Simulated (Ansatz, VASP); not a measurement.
**Ga2GeTeSe in VASP and in Ansatz**

```
CELL_PARAMETERS angstrom
4.02615 0.00000 0.00000
0.00000 4.02615 0.00000
0.00000 0.00000 8.24736
ATOMIC_POSITIONS crystal
Ga 0.50000 0.50000 0.61018
Ga 0.50000 0.50000 0.17051
Ge 0.50000 0.50000 0.39928
Te 0.00000 0.00000 0.28305
Se 0.00000 0.00000 0.68817
```

Alike in both runs: task single point; functional PBE; k mesh 4 × 4 × 2; occupations gaussian, width 0.1 eV; no spin polarisation.

|  | VASP | Ansatz |
| --- | --- | --- |
| version | VASP 6.6.1 | Ansatz 0.2.0 |
| potentials or method | VASP PAW PBE potentials, release 64 (Ga_d, Ge_d, Te, Se), cutoff 520 eV | scalar-relativistic, plane waves, PAW |
| valence electrons in the cell | 52 | 72 |

Ansatz gave:

* gap on the k mesh at the Fermi level (eV): none
* pressure (GPa): 24.7
* traceless stress, the component that is largest in VASP (GPa): 50.48
* rms of the force components (eV/Å): 7.059

Problem. Which values does VASP return?

Solution. gap on the k mesh at the Fermi level (eV): none; pressure (GPa): 26.4; traceless stress, the component that is largest in VASP (GPa): 53.78; rms of the force components (eV/Å): 7.568.

Atom by atom the forces differ by 0.515 eV/Å (rms over components). A gap of «none» marks a metal or a gap that the smearing closes. With one functional, cell and mesh, what is left measures potentials, basis and numerics. VASP's potentials hold 52 valence electrons a cell and Ansatz's 72, so a difference there can come from the potentials and not from the codes.

The k mesh is coarse, so the values compare programs but aren't converged. Neither program's run includes spin-orbit coupling.
